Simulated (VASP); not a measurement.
# CuO2 (Fm-3m) in VASP: notebook

CuO2 is run at these levels: PBE+U; tasks: single point, relaxation of cell and atoms.

All numbers are computed with VASP 6.6.1; they aren't measurements. Logs are shortened: lines on timing, memory, paths and dates and some standing lists are left out, and cuts for length are marked.

### Step 1. The cell of the first run

Symmetry: Fm-3m, No. 225, cubic system. Conventional cell: a = 4.888 Å, b = 4.888 Å, c = 4.888 Å, α = 90.00°, β = 90.00°, γ = 90.00°. Cu (site symmetry m-3m) has 8 O at 2.12 Å within 2.8 Å. Within 2.8 Å of O (site symmetry -43m) lie 4 Cu at 2.12 Å and 6 O at 2.44 Å.

### Step 2. Single point, PBE+U, collinear spin

INCAR

```
SYSTEM = CuO2
ALGO = Normal ; EDIFF = 1E-6
ENCUT = 520 ; GGA = PE
ISIF = 2 ; ISMEAR = 0
ISPIN = 2 ; LASPH = .True.
LCHARG = .False. ; LDAU = .True.
LDAUJ = 0 0 ; LDAUL = 2 -1
LDAUPRINT = 1 ; LDAUTYPE = 2
LDAUU = 4 0 ; LMAXMIX = 4
LORBIT = 11 ; LREAL = .False.
LWAVE = .False. ; MAGMOM = 2.5 0 0
NBANDS = 22 ; NELM = 150
PREC = Accurate ; SIGMA = 0.1
```

KPOINTS

```
k-points
0
Gamma
  14 14 14
  0 0 0
```

POSCAR

```
CuO2
1.0
    0.0000000000      2.4441472340      2.4441472340
    2.4441472340      0.0000000000      2.4441472340
    2.4441472340      2.4441472340      0.0000000000
Cu O
1 2
Direct
    0.0000000000      0.0000000000      0.0000000000
    0.2500000000      0.2500000000      0.2500000000
    0.7500000000      0.7500000000      0.7500000000
```

Potentials or basis: VASP PAW PBE potentials, release 64 (Cu, O).

Command:

```sh
> cat potpaw_PBE.64/Cu/POTCAR potpaw_PBE.64/O/POTCAR > POTCAR
> mpirun -np 1 vasp_std > vasp.out
```

OUTCAR:

```text
SYSTEM = CuO2
   EDIFF = 1E-6
   ENCUT = 520
   GGA = PE
   ISIF = 2
   ISMEAR = 0
   ISPIN = 2
   LASPH = .True.
   LORBIT = 11
   LREAL = .False.
   NELM = 150
   PREC = Accurate

 ion  position               nearest neighbor table
   1  0.000  0.000  0.000-   3 2.12   3 2.12   3 2.12   2 2.12   3 2.12   2 2.12   2 2.12   2 2.12

   2  0.250  0.250  0.250-   1 2.12   1 2.12   1 2.12   1 2.12
   3  0.750  0.750  0.750-   1 2.12   1 2.12   1 2.12   1 2.12

  LATTYP: Found a face centered cubic cell.
 ALAT       =     4.8882944680

  Lattice vectors:

 A1 = (   0.0000000000,   2.4441472340,   2.4441472340)
 A2 = (   2.4441472340,   0.0000000000,   2.4441472340)
 A3 = (   2.4441472340,   2.4441472340,   0.0000000000)

Analysis of symmetry for initial positions (statically):
=====================================================================
 Subroutine PRICEL returns:
 Original cell was already a primitive cell.

 Routine SETGRP: Setting up the symmetry group for a
 face centered cubic supercell.

 Subroutine GETGRP returns: Found 48 space group operations
 (whereof 48 operations were pure point group operations)
 out of a pool of 48 trial point group operations.

The static configuration has the point symmetry O_h .

Analysis of symmetry for dynamics (positions and initial velocities):
=====================================================================
 Subroutine PRICEL returns:
 Original cell was already a primitive cell.

 Routine SETGRP: Setting up the symmetry group for a
 face centered cubic supercell.

 Subroutine GETGRP returns: Found 48 space group operations
 (whereof 48 operations were pure point group operations)
 out of a pool of 48 trial point group operations.

The dynamic configuration has the point symmetry O_h .

Analysis of structural, dynamic, and magnetic symmetry:
=====================================================================
 Subroutine PRICEL returns:
 Original cell was already a primitive cell.

 Routine SETGRP: Setting up the symmetry group for a
 face centered cubic supercell.

 Subroutine GETGRP returns: Found 48 space group operations
 (whereof 48 operations were pure point group operations)
 out of a pool of 48 trial point group operations.

The overall configuration has the point symmetry O_h .

 Subroutine INISYM returns: Found 48 space group operations
 (whereof 48 operations are pure point group operations),
 and found     1 'primitive' translations

----------------------------------------------------------------------------------------

                                     Primitive cell

  volume of cell :      29.2020

  direct lattice vectors                    reciprocal lattice vectors
     0.000000000  2.444147234  2.444147234    -0.204570327  0.204570327  0.204570327
     2.444147234  0.000000000  2.444147234     0.204570327 -0.204570327  0.204570327
     2.444147234  2.444147234  0.000000000     0.204570327  0.204570327 -0.204570327

  length of vectors
     3.456546167  3.456546167  3.456546167     0.354326201  0.354326201  0.354326201

  position of ions in fractional coordinates (direct lattice)
     0.000000000  0.000000000  0.000000000
     0.250000000  0.250000000  0.250000000
     0.750000000  0.750000000  0.750000000

  ion indices of the primitive-cell ions
   primitive index   ion index
                 1           1
                 2           2
                 3           3

----------------------------------------------------------------------------------------

 KPOINTS: k-points

[... 65 lines left out ...]
   ENCUT  =  520.0 eV  38.22 Ry    6.18 a.u.   6.43  6.43  6.43*2*pi/ulx,y,z
   NELM   =    150;   NELMIN=  2; NELMDL= -5     # of ELM steps
   EDIFF  = 0.1E-05   stopping-criterion for ELM
   LREAL  =      F    real-space projection
   EDIFFG = 0.1E-04   stopping-criterion for IOM
   NSW    =      0    number of steps for IOM
   IBRION =     -1    ionic relax: 0-MD 1-quasi-New 2-CG
   NFREE  =      0    steps in history (QN), initial steepest desc. (CG)
   ISIF   =      2    stress and relaxation
   ISYM   =      2    0-nonsym 1-usesym 2-fastsym
   POTIM  = 0.5000    time-step for ionic-motion
   TEBEG  =    0.0;   TEEND  =   0.0 temperature during run
   PSTRESS=    0.0 pullay stress
   NELECT =      23.0000    total number of electrons
   NUPDOWN=      -1.0000    fix difference up-down
   EMIN   =  10.00;   EMAX   =-10.00  energy-range for DOS
   EFERMI =   0.00;   METHOD = LEGACY
   ISMEAR =     0;   SIGMA  =   0.10  broadening in eV -4-tet -1-fermi 0-gaus
   EFERMI_NEDOS =   21; number of points for ismear=-14 and -15
   IALGO  =     38    algorithm
   IMIX   =      4    mixing-type and parameters
     AMIX     =   0.40;   BMIX     =  1.00
     AMIX_MAG =   1.60;   BMIX_MAG =  1.00
  volume/ion in A,a.u.               =       9.73        65.69
  Fermi-wavevector in a.u.,A,eV,Ry     =   1.511866  2.857013 31.099381  2.285740
  Thomas-Fermi vector in A             =   2.621867
   LORBIT       =     11    0 simple, 1 ext, 2 COOP (PROOUT), +10 PAW based schemes
 LDA+U is selected, type is set to LDAUTYPE =  2
   angular momentum for each species LDAUL =     2   -1
   U (eV)           for each species LDAUU =   4.0  0.0
   J (eV)           for each species LDAUJ =   0.0  0.0
   GGA     = PE    functional components
   LHFCALC =     F    Hartree Fock is set to
   AEXX    =    0.0000 exact exchange contribution
   IVDW    =     0    specifies the selected vdW correction
   LEPSILON=     F    determine dielectric tensor
   LRPA    =     F    only Hartree local field effects (RPA)
 spin polarized calculation
 Gauss-broadening in eV      SIGMA  =   0.10
  energy-cutoff  :      520.00
  volume of cell :       29.20
 maximum number of plane-waves:       801
 NGX is ok and might be reduce to    28
   NGX = 13   NGY = 13   NGZ = 13

atom =   1  type =  1  l = 2

 onsite density matrix

spin component  1

  0.9856 -0.0000  0.0000 -0.0000  0.0000
 -0.0000  0.9856 -0.0000  0.0000  0.0000
  0.0000 -0.0000  0.9743  0.0000 -0.0000
 -0.0000  0.0000  0.0000  0.9856 -0.0000
  0.0000  0.0000 -0.0000 -0.0000  0.9743

spin component  2

  0.7568  0.0000 -0.0000  0.0000 -0.0000
  0.0000  0.7568  0.0000 -0.0000  0.0000
 -0.0000  0.0000  0.9637 -0.0000 -0.0000
  0.0000 -0.0000 -0.0000  0.7568  0.0000
 -0.0000  0.0000 -0.0000  0.0000  0.9637

 occupancies and eigenvectors

  o =  0.7568  v =  0.0000  0.0000  0.0000  0.0000  0.0000  0.0000 -0.9270  0.0000 -0.3749  0.0000      0.0000  0.0000  0.0000  0.0000  0.0000  0.0000  0.0000  0.0000  0.0000  0.0000
  o =  0.7568  v =  0.0000  0.0000  0.0000  0.0000  0.0000  1.0000  0.0000  0.0000  0.0000  0.0000      0.0000  0.0000  0.0000  0.0000  0.0000  0.0000  0.0000  0.0000  0.0000  0.0000
  o =  0.7568  v =  0.0000  0.0000  0.0000  0.0000  0.0000  0.0000  0.3749 -0.0000 -0.9270 -0.0000      0.0000  0.0000  0.0000  0.0000  0.0000  0.0000  0.0000  0.0000  0.0000  0.0000
  o =  0.9637  v =  0.0000  0.0000  0.0000  0.0000  0.0000  0.0000  0.0000  0.9555 -0.0000  0.2949      0.0000  0.0000  0.0000  0.0000  0.0000  0.0000  0.0000  0.0000  0.0000  0.0000
  o =  0.9637  v =  0.0000  0.0000  0.0000  0.0000  0.0000  0.0000  0.0000 -0.2949 -0.0000  0.9555      0.0000  0.0000  0.0000  0.0000  0.0000  0.0000  0.0000  0.0000  0.0000  0.0000
  o =  0.9743  v =  0.0000 -0.0000  0.7850 -0.0000 -0.6195  0.0000  0.0000  0.0000  0.0000  0.0000      0.0000  0.0000  0.0000  0.0000  0.0000  0.0000  0.0000  0.0000  0.0000  0.0000
  o =  0.9743  v =  0.0000 -0.0000  0.6195 -0.0000  0.7850  0.0000  0.0000  0.0000  0.0000  0.0000      0.0000  0.0000  0.0000  0.0000  0.0000  0.0000  0.0000  0.0000  0.0000  0.0000
  o =  0.9856  v =  1.0000  0.0000  0.0000  0.0000  0.0000  0.0000  0.0000  0.0000  0.0000  0.0000      0.0000  0.0000  0.0000  0.0000  0.0000  0.0000  0.0000  0.0000  0.0000  0.0000
  o =  0.9856  v =  0.0000 -0.8033 -0.0000  0.5955 -0.0000  0.0000  0.0000  0.0000  0.0000  0.0000      0.0000  0.0000  0.0000  0.0000  0.0000  0.0000  0.0000  0.0000  0.0000  0.0000
  o =  0.9856  v =  0.0000  0.5955  0.0000  0.8033  0.0000  0.0000  0.0000  0.0000  0.0000  0.0000      0.0000  0.0000  0.0000  0.0000  0.0000  0.0000  0.0000  0.0000  0.0000  0.0000

 number of electron      22.9999994 magnetization       2.4374680

 Free energy of the ion-electron system (eV)
  ---------------------------------------------------
  ext. energy  EPLUGINS =         0.00000000
  ---------------------------------------------------
  free energy    TOTEN  =       -11.64329135 eV

  energy without entropy =      -11.63275660  energy(sigma->0) =      -11.63802398

 E-fermi :   3.1845     XC(G=0): -11.6007

 val. band max:        3.1832656564   @ k =   0.3571   0.3571   0.0000
 cond. band min:       3.1992720678   @ k =  -0.2857   0.0714   0.0000
 fundamental gap:      0.0160064114
 Fermi energy:         3.1844828149

 spin component 1

 k-point     1 :       0.0000    0.0000    0.0000
  band No.  band energies     occupation
      1     -16.3304      1.00000
      2     -12.8591      1.00000
      3      -2.8463      1.00000
      4      -2.8463      1.00000
      5      -2.8463      1.00000
      6      -0.2852      1.00000
[... 1193 lines left out ...]
     21      29.1269      0.00000
     22      29.5767      0.00000

 [... further k-points ...]
[... 5 lines left out ...]
  --------------------------------------------------------------------------------------
  -------------------------------------------------------------------------------------
  Total       -0.5314351     -0.5314351     -0.5314351      0.0000000      0.0000000     -0.0000000
  in kB      -29.1573944    -29.1573944    -29.1573944      0.0000000      0.0000000     -0.0000000
  external PRESSURE =     -29.1573944 kB  Pullay stress =       0.0000000 kB

 VOLUME and BASIS-vectors are now :
 -----------------------------------------------------------------------------
  energy-cutoff  :      520.00
  volume of cell :       29.20
      direct lattice vectors                 reciprocal lattice vectors
     0.000000000  2.444147234  2.444147234    -0.204570327  0.204570327  0.204570327
     2.444147234  0.000000000  2.444147234     0.204570327 -0.204570327  0.204570327
     2.444147234  2.444147234  0.000000000     0.204570327  0.204570327 -0.204570327

 POSITION                                       TOTAL-FORCE (eV/Angst)
 -----------------------------------------------------------------------------------
      0.00000      0.00000      0.00000        -0.000000     -0.000000     -0.000000
      1.22207      1.22207      1.22207        -0.000000     -0.000000     -0.000000
      3.66622      3.66622      3.66622         0.000000      0.000000      0.000000
 -----------------------------------------------------------------------------------
    total drift:                                0.000000     -0.000000      0.000000

  FREE ENERGIE OF THE ION-ELECTRON SYSTEM (eV)
  ---------------------------------------------------
  free  energy   TOTEN  =       -11.6432913475 eV

  energy  without entropy=      -11.6327566026  energy(sigma->0) =      -11.63802398

 total charge

# of ion       s       p       d       tot
------------------------------------------
    1        0.311   0.367   9.085   9.762
    2        1.609   3.197   0.000   4.806
    3        1.609   3.197   0.000   4.806
--------------------------------------------------
tot          3.528   6.761   9.085  19.374

 magnetization (x)

# of ion       s       p       d       tot
------------------------------------------
    1       -0.024  -0.017   0.709   0.668
    2        0.013   0.769   0.000   0.781
    3        0.013   0.769   0.000   0.781
--------------------------------------------------
tot          0.002   1.520   0.709   2.230
```

It took 3.7 min on 1 thread of AMD EPYC 7R43 (Zen 3), shared host; peak memory 0.2 GiB.

What came out:

```yaml
Free_energy: -11.6433 eV
Pressure: -2.9 GPa
Net_moment: 2.44 μB per cell
Site_moments: Cu +0.67; O +0.78 μB
Valence_electrons_inside_the_program's_atomic_spheres: Cu 9.76; O 4.81
```

Eigenvalues of the final occupation matrices:
```csv
site,spin,trace,eigenvalues
site 1 d,1,4.91,0.97 0.97 0.99 0.99 0.99
site 1 d,2,4.20,0.76 0.76 0.76 0.96 0.96
```

Caveat: a cell with one magnetic atom can't hold antiferromagnetic order, which such compounds often take.

[end of part 1 of 2]
